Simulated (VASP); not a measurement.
# Al3GaN4 (P-43m) in VASP: further runs

Runs on Al3GaN4. Level: LDA. Tasks: single point, relaxation of the atoms.

All numbers are computed with VASP 6.6.1; they aren't measurements. Logs are shortened: lines on timing, memory, paths and dates and some standing lists are left out, and cuts for length are marked.

### Step 1. The cell of the first run

Symmetry: P-43m, No. 215, cubic system. Conventional cell: a = 4.370 Å, b = 4.370 Å, c = 4.370 Å, α = 90.00°, β = 90.00°, γ = 90.00°. Within 2.5 Å of Al (site symmetry -42m) lie 4 N at 1.88 Å. Ga (site symmetry -43m) has 4 N at 1.93 Å within 2.6 Å. Within 2.5 Å of N (site symmetry 3m) lie 3 Al at 1.88 Å and 1 Ga at 1.93 Å.

### Step 2. Single point, LDA

The input, INCAR:

```
  PREC = Accurate
  ENCUT = 520
  EDIFF = 1E-7
  ISMEAR = 0
  SIGMA = 0.01
  LREAL = F
  LASPH = T
  NELM = 60
  ALGO = Normal
  ISIF = 2
  LWAVE = F
  LCHARG = T
  GGA = CA
  LELF = T
  LVHAR = T
  NBANDS = 31
```

The input, KPOINTS:

```
Automatic mesh
0
Gamma
  6 6 6
```

The input, POSCAR:

```
Al3GaN4
1.0
    4.3702240539      0.0000000000      0.0000000000
    0.0000000000      4.3702240539      0.0000000000
    0.0000000000      0.0000000000      4.3702240539
Al Ga N
3 1 4
Direct
    0.5000000000      0.5000000000      0.0000000000
    0.5000000000      0.0000000000      0.5000000000
    0.0000000000      0.5000000000      0.5000000000
    0.0000000000      0.0000000000      0.0000000000
    0.7448945398      0.7448945398      0.2551054602
    0.7448945398      0.2551054602      0.7448945398
    0.2551054602      0.7448945398      0.7448945398
    0.2551054602      0.2551054602      0.2551054602
```

Potentials or basis: VASP PAW LDA potentials, release 64 (Al, Ga_d, N).

Launch:

```console
cat potpaw_LDA.64/Al/POTCAR potpaw_LDA.64/Ga_d/POTCAR potpaw_LDA.64/N/POTCAR > POTCAR
mpirun -np 1 vasp_std > vasp.out
```

OUTCAR:

```text
PREC = Accurate
   ENCUT = 520
   EDIFF = 1E-7
   ISMEAR = 0
   LREAL = F
   LASPH = T
   NELM = 60
   ISIF = 2
   GGA = CA

 ion  position               nearest neighbor table
   1  0.500  0.500  0.000-   5 1.88   6 1.88   7 1.88   8 1.88   3 3.09   4 3.09   2 3.09   2 3.09
                             3 3.09   2 3.09   4 3.09   2 3.09   3 3.09   4 3.09   3 3.09   4 3.09
   2  0.500  0.000  0.500-   5 1.88   6 1.88   7 1.88   8 1.88   3 3.09   4 3.09   1 3.09   1 3.09
                             4 3.09   1 3.09   3 3.09   1 3.09   3 3.09   4 3.09   4 3.09   3 3.09
   3  0.000  0.500  0.500-   5 1.88   6 1.88   7 1.88   8 1.88   2 3.09   4 3.09   1 3.09   1 3.09
                             4 3.09   2 3.09   4 3.09   4 3.09   1 3.09   2 3.09   1 3.09   2 3.09
   4  0.000  0.000  0.000-   5 1.93   6 1.93   7 1.93   8 1.93   2 3.09   3 3.09   1 3.09   2 3.09
                             3 3.09   1 3.09   3 3.09   3 3.09   1 3.09   2 3.09   2 3.09   1 3.09
   5  0.745  0.745  0.255-   1 1.88   2 1.88   3 1.88   4 1.93
   6  0.745  0.255  0.745-   1 1.88   2 1.88   3 1.88   4 1.93
   7  0.255  0.745  0.745-   1 1.88   2 1.88   3 1.88   4 1.93
   8  0.255  0.255  0.255-   1 1.88   2 1.88   3 1.88   4 1.93

  LATTYP: Found a simple cubic cell.
 ALAT       =     4.3702240539

  Lattice vectors:

 A1 = (   4.3702240539,   0.0000000000,   0.0000000000)
 A2 = (   0.0000000000,   4.3702240539,   0.0000000000)
 A3 = (   0.0000000000,   0.0000000000,   4.3702240539)

Analysis of symmetry for initial positions (statically):
=====================================================================
 Subroutine PRICEL returns:
 Original cell was already a primitive cell.

 Routine SETGRP: Setting up the symmetry group for a
 simple cubic supercell.

 Subroutine GETGRP returns: Found 24 space group operations
 (whereof 24 operations were pure point group operations)
 out of a pool of 48 trial point group operations.

The static configuration has the point symmetry T_d .

Analysis of symmetry for dynamics (positions and initial velocities):
=====================================================================
 Subroutine PRICEL returns:
 Original cell was already a primitive cell.

 Routine SETGRP: Setting up the symmetry group for a
 simple cubic supercell.

 Subroutine GETGRP returns: Found 24 space group operations
 (whereof 24 operations were pure point group operations)
 out of a pool of 48 trial point group operations.

The dynamic configuration has the point symmetry T_d .

 Subroutine INISYM returns: Found 24 space group operations
 (whereof 24 operations are pure point group operations),
 and found     1 'primitive' translations

----------------------------------------------------------------------------------------

                                     Primitive cell

  volume of cell :      83.4663

  direct lattice vectors                    reciprocal lattice vectors
     4.370224054  0.000000000  0.000000000     0.228821220  0.000000000  0.000000000
     0.000000000  4.370224054  0.000000000     0.000000000  0.228821220  0.000000000
     0.000000000  0.000000000  4.370224054     0.000000000  0.000000000  0.228821220

  length of vectors
     4.370224054  4.370224054  4.370224054     0.228821220  0.228821220  0.228821220

  position of ions in fractional coordinates (direct lattice)
     0.500000000  0.500000000  0.000000000
     0.500000000  0.000000000  0.500000000
     0.000000000  0.500000000  0.500000000
     0.000000000  0.000000000  0.000000000
     0.744894540  0.744894540  0.255105460
     0.744894540  0.255105460  0.744894540
     0.255105460  0.744894540  0.744894540
     0.255105460  0.255105460  0.255105460

  ion indices of the primitive-cell ions
   primitive index   ion index
                 1           1
                 2           2
                 3           3
                 4           4
                 5           5
                 6           6
                 7           7
                 8           8

----------------------------------------------------------------------------------------

 KPOINTS: Automatic mesh

Automatic generation of k-mesh.
 Grid dimensions read from file:
 generate k-points for:    6    6    6

 Generating k-lattice:

  Cartesian coordinates                     Fractional coordinates (reciprocal lattice)
     0.038136870  0.000000000  0.000000000     0.166666667  0.000000000  0.000000000
     0.000000000  0.038136870  0.000000000     0.000000000  0.166666667  0.000000000
     0.000000000  0.000000000  0.038136870     0.000000000  0.000000000  0.166666667

  Length of vectors
     0.038136870  0.038136870  0.038136870

  Shift w.r.t. Gamma in fractional coordinates (k-lattice)
     0.000000000  0.000000000  0.000000000

 Subroutine IBZKPT returns following result:
 ===========================================

 Found     20 irreducible k-points:

 Following reciprocal coordinates:
            Coordinates               Weight
  0.000000  0.000000  0.000000      1.000000
  0.166667  0.000000  0.000000      6.000000
  0.333333  0.000000  0.000000      6.000000
  0.500000  0.000000  0.000000      3.000000
  0.166667  0.166667  0.000000     12.000000
  0.333333  0.166667  0.000000     24.000000
[... 12 lines left out ...]
  0.500000  0.500000  0.333333      6.000000
  0.500000  0.500000  0.500000      1.000000
   k-points           NKPTS =     20   k-points in BZ     NKDIM =     20   number of bands    NBANDS=     31
   number of dos      NEDOS =    301   number of ions     NIONS =      8
   total plane-waves  NPLWV =  46656
   dimension x,y,z NGX =    36 NGY =   36 NGZ =   36
   dimension x,y,z NGXF=    72 NGYF=   72 NGZF=   72
   ions per type =               3   1   4
   NGX,Y,Z   is equivalent  to a cutoff of  13.69, 13.69, 13.69 a.u.
   NGXF,Y,Z  is equivalent  to a cutoff of  27.39, 27.39, 27.39 a.u.
 SYSTEM =  unknown system
   PREC   = accura    normal or accurate (medium, high low for compatibility)
   ISTART =      0    job   : 0-new  1-cont  2-samecut
   ICHARG =      2    charge: 1-file 2-atom 10-const
   ISPIN  =      1    spin polarized calculation?
   LNONCOLLINEAR =      F non collinear calculations
   LSORBIT =      F    spin-orbit coupling
   LASPH  =      T    aspherical Exc in radial PAW
   ENCUT  =  520.0 eV  38.22 Ry    6.18 a.u.   8.13  8.13  8.13*2*pi/ulx,y,z
   NELM   =     60;   NELMIN=  2; NELMDL= -5     # of ELM steps
   EDIFF  = 0.1E-06   stopping-criterion for ELM
   LREAL  =      F    real-space projection
   EDIFFG = 0.1E-05   stopping-criterion for IOM
   NSW    =      0    number of steps for IOM
   IBRION =     -1    ionic relax: 0-MD 1-quasi-New 2-CG
   NFREE  =      0    steps in history (QN), initial steepest desc. (CG)
   ISIF   =      2    stress and relaxation
   ISYM   =      2    0-nonsym 1-usesym 2-fastsym
   POTIM  = 0.5000    time-step for ionic-motion
   TEBEG  =    0.0;   TEEND  =   0.0 temperature during run
   PSTRESS=    0.0 pullay stress
   NELECT =      42.0000    total number of electrons
   NUPDOWN=      -1.0000    fix difference up-down
   EMIN   =  10.00;   EMAX   =-10.00  energy-range for DOS
   EFERMI =   0.00;   METHOD = LEGACY
   ISMEAR =     0;   SIGMA  =   0.01  broadening in eV -4-tet -1-fermi 0-gaus
   EFERMI_NEDOS =   21; number of points for ismear=-14 and -15
   IALGO  =     38    algorithm
   IMIX   =      4    mixing-type and parameters
     AMIX     =   0.40;   BMIX     =  1.00
     AMIX_MAG =   1.60;   BMIX_MAG =  1.00
  volume/ion in A,a.u.               =      10.43        70.41
  Fermi-wavevector in a.u.,A,eV,Ry     =   1.302130  2.460668 23.069244  1.695542
  Thomas-Fermi vector in A             =   2.433218
   LORBIT       =      0    0 simple, 1 ext, 2 COOP (PROOUT), +10 PAW based schemes
   GGA     = CA    functional components
   LHFCALC =     F    Hartree Fock is set to
   AEXX    =    0.0000 exact exchange contribution
   IVDW    =     0    specifies the selected vdW correction
   LEPSILON=     F    determine dielectric tensor
   LRPA    =     F    only Hartree local field effects (RPA)
 non-spin polarized calculation
 Gauss-broadening in eV      SIGMA  =   0.01
  energy-cutoff  :      520.00
  volume of cell :       83.47
 maximum number of plane-waves:      2301
 NGX is ok and might be reduce to    36
   NGX = 17   NGY = 17   NGZ = 17

 number of electron      41.9999997 magnetization

 Free energy of the ion-electron system (eV)
  ---------------------------------------------------
  ext. energy  EPLUGINS =         0.00000000
  ---------------------------------------------------
  free energy    TOTEN  =       -63.06785773 eV

  energy without entropy =      -63.06785773  energy(sigma->0) =      -63.06785773

 E-fermi :   5.8136     XC(G=0): -11.6015

 val. band max:        5.7118799557   @ k =   0.0000   0.0000   0.0000
 cond. band min:       9.0740391691   @ k =   0.0000   0.0000   0.0000
 fundamental gap:      3.3621592134
 Fermi energy:         5.8136267634

 k-point     1 :       0.0000    0.0000    0.0000
  band No.  band energies     occupation
      1      -9.4785      2.00000
      2      -7.7578      2.00000
      3      -7.7578      2.00000
      4      -7.7578      2.00000
      5      -7.0440      2.00000
      6      -7.0440      2.00000
[... 23 lines left out ...]
     30      17.6504      0.00000
     31      17.6504      0.00000

 k-point     2 :       0.1667    0.0000    0.0000
  band No.  band energies     occupation
      1      -9.3458      2.00000
      2      -7.8027      2.00000
      3      -7.7658      2.00000
      4      -7.7658      2.00000
      5      -7.0424      2.00000
      6      -7.0387      2.00000
[... 23 lines left out ...]
     30      17.8504      0.00000
     31      17.8504      0.00000

 k-point     3 :       0.3333    0.0000    0.0000
  band No.  band energies     occupation
      1      -8.9745      2.00000
      2      -7.9951      2.00000
      3      -7.7814      2.00000
      4      -7.7814      2.00000
      5      -7.0393      2.00000
      6      -7.0235      2.00000
[... 23 lines left out ...]
     30      17.7131      0.00000
     31      18.2121      0.00000

 k-point     4 :       0.5000    0.0000    0.0000
  band No.  band energies     occupation
      1      -8.5464      2.00000
      2      -8.3436      2.00000
      3      -7.7889      2.00000
      4      -7.7889      2.00000
      5      -7.0378      2.00000
      6      -7.0034      2.00000
[... 23 lines left out ...]
     30      16.9000      0.00000
     31      17.1952      0.00000

 k-point     5 :       0.1667    0.1667    0.0000
  band No.  band energies     occupation
      1      -9.2187      2.00000
      2      -7.8292      2.00000
      3      -7.7935      2.00000
      4      -7.7613      2.00000
      5      -7.0390      2.00000
      6      -7.0354      2.00000
[... 23 lines left out ...]
     30      17.7680      0.00000
     31      17.8941      0.00000
[... 406 lines left out ...]
     30      17.0089      0.00000
     31      17.0513      0.00000

 k-point    18 :       0.5000    0.3333    0.3333
  band No.  band energies     occupation
      1      -8.1994      2.00000
      2      -8.0889      2.00000
      3      -8.0085      2.00000
      4      -7.5172      2.00000
      5      -7.0122      2.00000
      6      -7.0044      2.00000
[... 23 lines left out ...]
     30      16.7222      0.00000
     31      16.9363      0.00000

 k-point    19 :       0.5000    0.5000    0.3333
  band No.  band energies     occupation
      1      -8.1087      2.00000
      2      -8.0812      2.00000
      3      -8.0812      2.00000
      4      -7.4540      2.00000
      5      -7.0072      2.00000
      6      -7.0027      2.00000
[... 23 lines left out ...]
     30      16.6762      0.00000
     31      16.7765      0.00000

 k-point    20 :       0.5000    0.5000    0.5000
  band No.  band energies     occupation
      1      -8.0860      2.00000
      2      -8.0860      2.00000
      3      -8.0860      2.00000
      4      -7.4222      2.00000
      5      -7.0025      2.00000
      6      -7.0025      2.00000
[... 23 lines left out ...]
     30      16.4339      0.00000
     31      16.4529      0.00000

------------------------ aborting loop because EDIFF is reached ----------------------------------------

  FORCE on cell =-STRESS in cart. coord.  units (eV):
  Direction    XX          YY          ZZ          XY          YZ          ZX
  --------------------------------------------------------------------------------------
  -------------------------------------------------------------------------------------
  Total        0.3912295      0.3912295      0.3912295      0.0000000     -0.0000000      0.0000000
  in kB        7.5098458      7.5098458      7.5098458      0.0000000     -0.0000000      0.0000000
  external PRESSURE =       7.5098458 kB  Pullay stress =       0.0000000 kB

 VOLUME and BASIS-vectors are now :
 -----------------------------------------------------------------------------
  energy-cutoff  :      520.00
  volume of cell :       83.47
      direct lattice vectors                 reciprocal lattice vectors
     4.370224054  0.000000000  0.000000000     0.228821220  0.000000000  0.000000000
     0.000000000  4.370224054  0.000000000     0.000000000  0.228821220  0.000000000
     0.000000000  0.000000000  4.370224054     0.000000000  0.000000000  0.228821220

 POSITION                                       TOTAL-FORCE (eV/Angst)
 -----------------------------------------------------------------------------------
      2.18511      2.18511      0.00000        -0.000000     -0.000000     -0.000000
      2.18511      0.00000      2.18511         0.000000     -0.000000     -0.000000
      0.00000      2.18511      2.18511         0.000000     -0.000000     -0.000000
      0.00000      0.00000      0.00000         0.000000     -0.000000     -0.000000
      3.25536      3.25536      1.11487        -0.014164     -0.014164      0.014164
      3.25536      1.11487      3.25536        -0.014164      0.014164     -0.014164
      1.11487      3.25536      3.25536         0.014164     -0.014164     -0.014164
      1.11487      1.11487      1.11487         0.014164      0.014164      0.014164
 -----------------------------------------------------------------------------------
    total drift:                                0.000000      0.000000      0.000000

  FREE ENERGIE OF THE ION-ELECTRON SYSTEM (eV)
  ---------------------------------------------------
  free  energy   TOTEN  =       -63.0678577298 eV

  energy  without entropy=      -63.0678577298  energy(sigma->0) =      -63.06785773
```

Wall time 31 s (1 thread of Intel Xeon 6975P-C (Granite Rapids), shared host); peak memory 0.19 GiB.

What came out:

```yaml
Free_energy: -63.0679 eV
Pressure: 0.8 GPa
Largest_force: 0.025 eV/Å
Band_gap_on_the_k_mesh: 3.36 eV
```

Forces on the atoms (eV/Å):
```
Al   0.000  0.000  0.000
Al   0.000  0.000  0.000
Al   0.000  0.000  0.000
Ga   0.000  0.000  0.000
N   -0.014 -0.014  0.014
N   -0.014  0.014 -0.014
N    0.014 -0.014 -0.014
N    0.014  0.014  0.014
```

A k mesh can miss the band edges.

### Step 3. Single point, LDA

The input, INCAR:

```
PREC     = Accurate       # precision mode
ENCUT    = 520            # plane-wave cutoff, eV
EDIFF    = 1E-6           # SCF threshold, eV
ISMEAR   = 0              # smearing method
SIGMA    = 0.02           # smearing width, eV
LREAL    = F              # projectors in reciprocal space
LASPH    = T              # aspherical terms in the spheres
NELM     = 60             # most SCF steps
ALGO     = Normal         # electronic algorithm
ISIF     = 2              # what is computed and relaxed
LWAVE    = F              # write WAVECAR
LCHARG   = F              # write CHGCAR
GGA      = CA             # functional
NBANDS   = 31             # bands
```

KPOINTS is that of step 2.

POSCAR is that of step 2.

Potentials or basis: VASP PAW LDA potentials, release 64 (Al, Ga_d, N).

Launch:

```console
cat potpaw_LDA.64/Al/POTCAR potpaw_LDA.64/Ga_d/POTCAR potpaw_LDA.64/N/POTCAR > POTCAR
mpirun -np 1 vasp_std > vasp.out
```

It took 29 s on 1 thread of Intel Xeon 6975P-C (Granite Rapids), shared host; peak memory 0.19 GiB.

It converged, with:

| Item | Value |
| --- | --- |
| Free energy | -63.0679 eV |
| Pressure | 0.7 GPa |
| Largest force | 0.024 eV/Å |
| Band gap on the k mesh | 3.36 eV |

Forces in eV/Å, atoms in the order of the input:
```
Al   0.000  0.000  0.000
Al   0.000  0.000  0.000
Al   0.000  0.000  0.000
Ga   0.000  0.000  0.000
N   -0.014 -0.014  0.014
N   -0.014  0.014 -0.014
N    0.014 -0.014 -0.014
N    0.014  0.014  0.014
```

Levels at points of the mesh, in eV from the valence-band top:
```csv
k point,band 18,band 19,band 20,band 21,band 22,band 23,band 24,band 25
"(0.00, 0.00, 0.00)",-2.02,0.00,0.00,0.00,3.36,3.36,3.36,3.72
"(0.50, 0.00, 0.00)",-1.25,-1.25,-0.96,-0.96,5.68,5.72,6.12,6.12
"(0.50, 0.50, 0.00)",-0.85,-0.55,-0.55,-0.55,7.48,7.57,7.57,7.83
"(0.50, 0.50, 0.50)",-0.60,-0.39,-0.39,-0.39,5.66,7.11,7.11,7.11
```

### Step 4. Relaxation of the atoms, LDA (10.64 Å³/atom)

This run uses another cell than the first one, of 10.64 Å³/atom.

The input, INCAR:

```
PREC     = Accurate       # precision mode
ENCUT    = 520            # plane-wave cutoff, eV
EDIFF    = 1E-6           # SCF threshold, eV
ISMEAR   = 0              # smearing method
SIGMA    = 0.01           # smearing width, eV
LREAL    = False          # projectors in reciprocal space
LASPH    = True           # aspherical terms in the spheres
NELM     = 100            # most SCF steps
ALGO     = Normal         # electronic algorithm
ISIF     = 2              # what is computed and relaxed
LWAVE    = False          # write WAVECAR
LCHARG   = False          # write CHGCAR
IBRION   = 2              # ionic algorithm
NSW      = 80             # ionic steps
EDIFFG   = -0.001         # ionic threshold
```

KPOINTS is that of step 3.

POSCAR: that of step 3 with these lines changed.

```diff
@@ -2,5 +2,5 @@
 1.0
-    4.3702240539      0.0000000000      0.0000000000
-    0.0000000000      4.3702240539      0.0000000000
-    0.0000000000      0.0000000000      4.3702240539
+    4.3991667772      0.0000000000      0.0000000000
+    0.0000000000      4.3991667772      0.0000000000
+    0.0000000000      0.0000000000      4.3991667772
 Al Ga N
```

Launch:

```console
cat potpaw_LDA.64/Al/POTCAR potpaw_LDA.64/Ga_d/POTCAR potpaw_LDA.64/N/POTCAR > POTCAR
mpirun -np 1 vasp_std > vasp.out
```

Wall time 75 s (1 thread of Intel Xeon Platinum 8375C at 2.90GHz (Ice Lake), shared host); peak memory 0.19 GiB.

Results (log left out):

```yaml
Free_energy: -63.0554 eV
Energy_gained_by_relaxing: 0.0 meV/atom
Ionic_steps: 3
Pressure_after_relaxing: -3.3 GPa
Band_gap_on_the_k_mesh: 3.35 eV
```

Final structure:
```
Al Ga N
1.0
     4.39917    0.00000    0.00000
     0.00000    4.39917    0.00000
     0.00000    0.00000    4.39917
Al Ga N
3 1 4
Direct
  0.50000 0.50000 0.00000
  0.50000 0.00000 0.50000
  0.00000 0.50000 0.50000
  0.00000 0.00000 0.00000
  0.74479 0.74479 0.25521
  0.74479 0.25521 0.74479
  0.25521 0.74479 0.74479
  0.25521 0.25521 0.25521
```

Levels at points of the mesh, in eV from the valence-band top:
```csv
k point,band 19,band 20,band 21,band 22,band 23,band 24
"(0.00, 0.00, 0.00)",0.00,0.00,0.00,3.35,3.35,3.35
"(0.50, 0.00, 0.00)",-1.22,-0.95,-0.95,5.58,5.63,6.07
"(0.50, 0.50, 0.00)",-0.55,-0.54,-0.54,7.30,7.49,7.49
"(0.50, 0.50, 0.50)",-0.39,-0.39,-0.39,5.48,6.94,6.94
```

A k mesh can miss the band edges.

### Step 5. Summary

| task | cell | smearing | gap on the mesh (eV) | pressure (GPa) | largest force (eV/Å) |
| --- | --- | --- | --- | --- | --- |
| single point | a = 4.370 Å, 8 atoms | gaussian 0.01 eV | 3.36 | 0.8 | 0.02 |
| single point | a = 4.370 Å, 8 atoms | gaussian 0.02 eV | 3.36 | 0.7 | 0.02 |
| relaxation of the atoms | atoms relaxed from a = 4.399 Å, 8 atoms | gaussian 0.01 eV | 3.35 | -3.3 | - |

Alike in all rows: level LDA; potentials or basis VASP PAW LDA potentials, release 64 (Al, Ga_d, N); no spin polarisation; k mesh 6 × 6 × 6; cutoff (eV) 520.

Total energies depend on the potentials used, so only differences within one code and one set of settings carry meaning.
